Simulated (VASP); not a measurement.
# YbH3 (Fm-3m) in VASP: settings compared, part 2 of 2

VASP 6.6.1. Earlier steps stand in the parts before.

### 3 Relaxation of cell and atoms, revPBE+D3(BJ)

The input, INCAR:

```
PREC = Accurate
ENCUT = 600
EDIFF = 1E-7
ISMEAR = 1
SIGMA = 0.01
LREAL = F
LASPH = T
NELM = 200
ALGO = Normal
ISIF = 3
LWAVE = F
LCHARG = F
GGA = RE
IVDW = 12
IBRION = 2
NSW = 80
EDIFFG = -0.001
GGA_COMPAT = F
NELMIN = 4
LMAXMIX = 6
```

The input, KPOINTS:

```
Automatic mesh
0
Gamma
  10 10 10
```

The input, POSCAR:

```
YbH3
1.0
    0.0000000000      2.6049710000      2.6049710000
    2.6049710000      0.0000000000      2.6049710000
    2.6049710000      2.6049710000      0.0000000000
Yb H
1 3
Direct
    0.0000000000      0.0000000000      0.0000000000
    0.7500000000      0.7500000000      0.7500000000
    0.2500000000      0.2500000000      0.2500000000
    0.5000000000      0.5000000000      0.5000000000
```

Potentials or basis: VASP PAW PBE potentials, release 64 (Yb, H).

Run with:

```
> cat potpaw_PBE.64/Yb/POTCAR potpaw_PBE.64/H/POTCAR > POTCAR
> mpirun -np 1 vasp_std > vasp.out
```

OUTCAR:

```text
PREC = Accurate
   ENCUT = 600
   EDIFF = 1E-7
   ISMEAR = 1
   LREAL = F
   LASPH = T
   NELM = 200
   ISIF = 3
   GGA = RE
   IVDW = 12
   IBRION = 2
   NSW = 80
   EDIFFG = -0.001
   NELMIN = 4
 IVDW          = 12

 ion  position               nearest neighbor table
   1  0.000  0.000  0.000-   2 2.26   2 2.26   2 2.26   2 2.26   3 2.26   3 2.26   3 2.26   3 2.26

   2  0.750  0.750  0.750-   1 2.26   1 2.26   1 2.26   1 2.26
   3  0.250  0.250  0.250-   1 2.26   1 2.26   1 2.26   1 2.26
   4  0.500  0.500  0.500-

  LATTYP: Found a face centered cubic cell.
 ALAT       =     5.2099420000

  Lattice vectors:

 A1 = (   0.0000000000,   2.6049710000,   2.6049710000)
 A2 = (   2.6049710000,   0.0000000000,   2.6049710000)
 A3 = (   2.6049710000,   2.6049710000,   0.0000000000)

Analysis of symmetry for initial positions (statically):
=====================================================================
 Subroutine PRICEL returns:
 Original cell was already a primitive cell.

 Routine SETGRP: Setting up the symmetry group for a
 face centered cubic supercell.

 Subroutine GETGRP returns: Found 48 space group operations
 (whereof 48 operations were pure point group operations)
[... 163 lines left out ...]

 Free energy of the ion-electron system (eV)
  ---------------------------------------------------
  ext. energy  EPLUGINS =         0.00000000
  ---------------------------------------------------
  free energy    TOTEN  =       -14.88752773 eV

  energy without entropy =      -14.88752375  energy(sigma->0) =      -14.88752640

 E-fermi :   1.4353     XC(G=0): -10.7527

 val. band max:        1.4325296507   @ k =   0.2000   0.2000   0.0000
 cond. band min:       1.4756379943   @ k =   0.3000   0.3000   0.0000
 fundamental gap:      0.0431083435
 Fermi energy:         1.4353277063

 k-point     1 :       0.0000    0.0000    0.0000
  band No.  band energies     occupation
      1     -49.6555      2.00000
      2     -21.6698      2.00000
      3     -21.6698      2.00000
      4     -21.6698      2.00000
      5      -6.9925      2.00000
      6       0.0498      2.00000
[... 590 lines left out ...]
  FREE ENERGIE OF THE ION-ELECTRON SYSTEM (eV)
  ---------------------------------------------------
  free  energy   TOTEN  =       -16.2985024959 eV

  energy  without entropy=      -16.2984927525  energy(sigma->0) =      -16.29849925

[... ionic steps 4 to 12 ...]

--------------------------------------- Ionic step       13  -------------------------------------------

 number of electron      26.9999997 magnetization

------------------------ aborting loop because EDIFF is reached ----------------------------------------
[... 79 lines left out ...]
--------------------------------------- Ionic step       15  -------------------------------------------

 number of electron      26.9999997 magnetization

 Free energy of the ion-electron system (eV)
  ---------------------------------------------------
  ext. energy  EPLUGINS =         0.00000000
  ---------------------------------------------------
  free energy    TOTEN  =       -14.84542585 eV

  energy without entropy =      -14.84541517  energy(sigma->0) =      -14.84542229

 E-fermi :   2.1423     XC(G=0): -11.4191

 val. band max:        2.1365264793   @ k =   0.4000   0.3000   0.1000
 cond. band min:       2.1943637246   @ k =  -0.4000   0.2000   0.1000
 fundamental gap:      0.0578372453
 Fermi energy:         2.1423390497

 k-point     1 :       0.0000    0.0000    0.0000
  band No.  band energies     occupation
      1     -48.8725      2.00000
      2     -20.8148      2.00000
      3     -20.8148      2.00000
      4     -20.8148      2.00000
      5      -7.0950      2.00000
      6       0.4849      2.00000
[... 506 lines left out ...]
  FREE ENERGIE OF THE ION-ELECTRON SYSTEM (eV)
  ---------------------------------------------------
  free  energy   TOTEN  =       -16.2993214569 eV

  energy  without entropy=      -16.2993107799  energy(sigma->0) =      -16.29931790

 reached required accuracy - stopping structural energy minimisation
```

Wall time 5.6 min (1 thread of AMD EPYC 9R45 (Zen 5), shared host); peak memory 0.21 GiB.

Results:

- Free energy: -16.2993 eV
- Relaxed volume: 7.74 Å³/atom
- Relaxed cell: a = 3.524 Å, b = 3.524 Å, c = 3.524 Å, α = 60.00°, β = 60.00°, γ = 60.00°
- Space group after relaxing (to 0.1 Å): Fm-3m (No. 225)
- Energy gained by relaxing: 35.9 meV/atom
- Ionic steps: 15
- Pressure after relaxing: 0.0 GPa
- Band gap on the k mesh: zero (an odd number of electrons rules out a gap without spin polarisation)
- Dispersion energy per atom: -0.363 eV

The path:
```csv
step,energy change (eV),largest force (eV/Å),pressure (GPa),volume (Å³)
1,0.0000,0.0000,-9.39,35.35
2,-0.1155,0.0000,-4.56,32.77
3,-0.1426,0.0000,-0.96,31.24
4,-0.1434,0.0000,0.33,30.87
5,-0.1434,0.0000,-0.12,30.96
6,-0.1434,0.0000,-0.04,30.96
7,-0.1434,0.0000,-0.05,30.96
8,-0.1434,0.0000,-0.05,30.96
9,-0.1434,0.0000,-0.05,30.96
10,-0.1434,0.0000,-0.04,30.96
11,-0.1434,0.0000,-0.05,30.96
12,-0.1434,0.0000,-0.04,30.96
13,-0.1434,0.0000,-0.04,30.96
14,-0.1434,0.0000,-0.03,30.96
15,-0.1434,0.0000,-0.01,30.96
```

Final structure:
```
Yb H
1.0
     0.00000    2.49218    2.49218
     2.49218    0.00000    2.49218
     2.49218    2.49218    0.00000
Yb H
1 3
Cartesian
  0.0000 0.0000 0.0000
  3.7383 3.7383 3.7383
  1.2461 1.2461 1.2461
  2.4922 2.4922 2.4922
```

Levels at points of the mesh, in eV from the Fermi level:
```tsv
k point	band 10	band 11	band 12	band 13	band 14	band 15	band 16	band 17
(0.00, 0.00, 0.00)	-0.34	-0.34	-0.34	1.48	2.90	3.15	3.15	3.15
(0.50, 0.00, 0.00)	-0.37	-0.37	-0.34	-0.33	1.45	2.87	2.87	7.96
(0.50, 0.50, 0.00)	-0.45	-0.39	-0.39	-0.37	-0.23	7.65	7.65	8.20
```

Caveat: the PAW data sets were made with another functional, which shifts forces and pressure a little; spin-orbit coupling is left out, which moves the levels of the heavy elements; an odd number of electrons without spin polarisation forces a metal; a magnetic or distorted state may lie lower. Spin polarisation is off, so any magnetic state and its effect on volume and gap are missing.

### 4 Relaxation of cell and atoms, LDA

Edit INCAR of step 3 so:

```diff
@@ -12,4 +12,3 @@
 LCHARG = F
-GGA = RE
-IVDW = 12
+GGA = CA
 IBRION = 2
```

KPOINTS is that of step 3.

POSCAR is that of step 3.

Run with:

```
> cat potpaw_PBE.64/Yb/POTCAR potpaw_PBE.64/H/POTCAR > POTCAR
> mpirun -np 1 vasp_std > vasp.out
```

It took 3.5 min on 1 thread of AMD EPYC 9R45 (Zen 5), shared host; peak memory 0.17 GiB.

It converged, with:

| Property | Result |
| --- | --- |
| Free energy | -16.2485 eV |
| Relaxed volume | 7.61 Å³/atom |
| Relaxed cell | a = 3.504 Å, b = 3.504 Å, c = 3.504 Å, α = 60.00°, β = 60.00°, γ = 60.00° |
| Space group after relaxing (to 0.1 Å) | Fm-3m (No. 225) |
| Energy gained by relaxing | 49.5 meV/atom |
| Ionic steps | 5 |
| Pressure after relaxing | 0.0 GPa |
| Band gap on the k mesh | zero (an odd number of electrons rules out a gap without spin polarisation) |

Step by step:
```tsv
step	energy change (eV)	largest force (eV/Å)	pressure (GPa)	volume (Å³)
1	0.0000	0.0000	-11.30	35.35
2	-0.1660	0.0000	-5.42	32.26
3	-0.1977	0.0000	-0.48	30.52
4	-0.1978	0.0000	0.23	30.37
5	-0.1978	0.0000	0.00	30.42
```

Final structure:
```cif
data_structure
_symmetry_space_group_name_H-M 'P 1'
_symmetry_Int_Tables_number 1
_cell_length_a 3.5040
_cell_length_b 3.5040
_cell_length_c 3.5040
_cell_angle_alpha 60.000
_cell_angle_beta 60.000
_cell_angle_gamma 60.000
_cell_volume 30.42
loop_
_atom_site_label
_atom_site_type_symbol
_atom_site_fract_x
_atom_site_fract_y
_atom_site_fract_z
_atom_site_occupancy
Yb1 Yb 0.00000 0.00000 0.00000 1
H1 H 0.75000 0.75000 0.75000 1
H2 H 0.25000 0.25000 0.25000 1
H3 H 0.50000 0.50000 0.50000 1
```

Levels at points of the mesh, in eV from the Fermi level:
```tsv
k point	band 11	band 12	band 13	band 14	band 15	band 16
(0.00, 0.00, 0.00)	-0.33	-0.33	1.68	2.89	2.89	2.89
(0.50, 0.00, 0.00)	-0.39	-0.37	-0.33	1.66	2.59	2.59
(0.50, 0.50, 0.00)	-0.42	-0.42	-0.41	-0.24	7.61	7.61
```

Caveat: the PAW data sets were made with another functional, which shifts forces and pressure a little; spin-orbit coupling is left out, which moves the levels of the heavy elements; an odd number of electrons without spin polarisation forces a metal; a magnetic or distorted state may lie lower.

### 5 Summary

```tsv
level	gap on the mesh (eV)	pressure (GPa)	relaxed volume (Å³/atom)
RPBE	none	0.0	8.50
revPBE+D3(BJ)	none	0.0	7.74
LDA	none	0.0	7.61
```

Alike in all rows: task relaxation of cell and atoms; potentials or basis VASP PAW PBE potentials, release 64 (Yb, H); no spin polarisation; cell relaxed; k mesh 10 × 10 × 10; cutoff (eV) 600; smearing methfessel-paxton 0.01 eV.

Caveats: the PAW data sets were made with another functional, which shifts forces and pressure a little; spin-orbit coupling is left out, which moves the levels of the heavy elements; an odd number of electrons without spin polarisation forces a metal; a magnetic or distorted state may lie lower.

Absolute energies hang on the potentials; compare differences alone.

The gap in the log of VASP goes by the Fermi energy; the results here count the filled bands.